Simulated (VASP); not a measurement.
Crystal: CsAg2.

```
Cs Ag
1.0
     4.30302    0.00000    0.00000
     0.00000    4.30302    0.00000
     0.00000    0.00000    9.03044
Cs Ag
2 4
Cartesian
  2.1515 0.0000 2.5285
  0.0000 2.1515 6.5019
  0.0000 0.0000 0.0000
  2.1515 2.1515 0.0000
  2.1515 0.0000 5.7795
  0.0000 2.1515 3.2510
```

```yaml
Program: VASP 6.6.1
Task: relaxation of cell and atoms
Functional: PBE
Potentials_or_basis: VASP PAW PBE potentials, release 64 (Cs_sv, Ag)
Cutoff: 600 eV
k_mesh: 4 × 4 × 2
Occupations: gaussian, width 0.1 eV
Spin: no spin polarisation
```

At the start: pressure 7.3 GPa; volume 27.87 Å³/atom.

Where does the relaxation end?

Over 40 steps the energy falls by 623.3 meV/atom and the volume is 33.15 Å³/atom (+18.9 %); space group P4/nmm (No. 129, to 0.05 Å).

The path:
| step | energy change (eV) | largest force (eV/Å) | pressure (GPa) | volume (Å³) |
| --- | --- | --- | --- | --- |
| 1 | 0.0000 | 0.1742 | 7.28 | 167.21 |
| 2 | -0.9365 | 0.1221 | 2.19 | 199.73 |
| 3 | -1.1420 | 0.1333 | 0.69 | 220.85 |
| 4 | -1.1053 | 0.1048 | -0.87 | 267.36 |
| 5 | -1.1835 | 0.1260 | -0.21 | 241.82 |
| 6 | -1.1846 | 0.1277 | -0.15 | 239.29 |
| 7 | -1.1846 | 0.1286 | -0.07 | 237.68 |
| 8 | -1.2025 | 0.1660 | -0.05 | 237.08 |
| 9 | -1.2447 | 0.2783 | 0.05 | 235.05 |
| 10 | -1.2689 | 0.5137 | 0.40 | 230.05 |
| 11 | -1.2721 | 0.4520 | 0.28 | 231.40 |
| 12 | -1.2882 | 0.4860 | 0.25 | 232.01 |
| 13 | -1.3421 | 0.5854 | 0.14 | 233.74 |
| 14 | -1.4723 | 0.7430 | -0.12 | 236.77 |
| 15 | -1.7846 | 0.8256 | -0.69 | 241.15 |
| 16 | -1.8991 | 0.4837 | -2.23 | 243.69 |
| 17 | -2.0039 | 0.7726 | -1.13 | 242.63 |
| 18 | -2.0861 | 0.6577 | -1.51 | 243.60 |
| 19 | -2.0712 | 0.7121 | -1.34 | 243.30 |
| 20 | -2.0941 | 0.7001 | -1.40 | 242.81 |
| 21 | -2.1395 | 0.6507 | -1.61 | 241.21 |
| 22 | -2.1001 | 0.5888 | -2.05 | 237.52 |
| 23 | -2.1521 | 0.6352 | -1.70 | 240.53 |
| 24 | -2.2235 | 0.6728 | -1.65 | 237.16 |
| 25 | -2.4383 | 0.7766 | -1.44 | 227.23 |
| 26 | -2.8136 | 0.8257 | -0.43 | 208.21 |
| 27 | -2.6290 | 0.1056 | 6.46 | 173.38 |
| 28 | -2.9346 | 0.7812 | 0.60 | 197.12 |
| 29 | -2.9535 | 0.5740 | 2.33 | 186.72 |
| 30 | -3.0958 | 0.4089 | 2.78 | 184.16 |
| 31 | -3.2771 | 0.2308 | 4.45 | 177.20 |
| 32 | -3.5520 | 0.2306 | 2.38 | 184.71 |
| 33 | -3.7058 | 0.2212 | 0.39 | 194.96 |
| 34 | -3.7129 | 0.2182 | 0.02 | 197.43 |
| 35 | -3.7131 | 0.2178 | -0.05 | 197.88 |
| 36 | -3.7169 | 0.1999 | -0.03 | 197.95 |
| 37 | -3.7266 | 0.1467 | -0.03 | 198.18 |
| 38 | -3.7379 | 0.0483 | -0.05 | 198.63 |
| 39 | -3.7294 | 0.1418 | -0.08 | 199.53 |
| 40 | -3.7396 | 0.0126 | -0.06 | 198.88 |

Final structure:
```yaml
crystal:
  lattice:
    - [3.94114, 0.00000, 0.00000]
    - [0.00000, 3.94114, 0.00000]
    - [0.00000, 0.00000, 12.80422]
  atoms:
    - { symbol: Cs, position: [0.50000, 0.00000, 0.24900] }
    - { symbol: Cs, position: [0.00000, 0.50000, 0.75100] }
    - { symbol: Ag, position: [0.00000, 0.00000, 0.00000] }
    - { symbol: Ag, position: [0.50000, 0.50000, 0.00000] }
    - { symbol: Ag, position: [0.50000, 0.00000, 0.51923] }
    - { symbol: Ag, position: [0.00000, 0.50000, 0.48077] }
```

Caveat: the k points lie up to 0.40 Å⁻¹ apart in the final cell; the volume moved by over 15 % at a fixed basis, so the end points are rough.
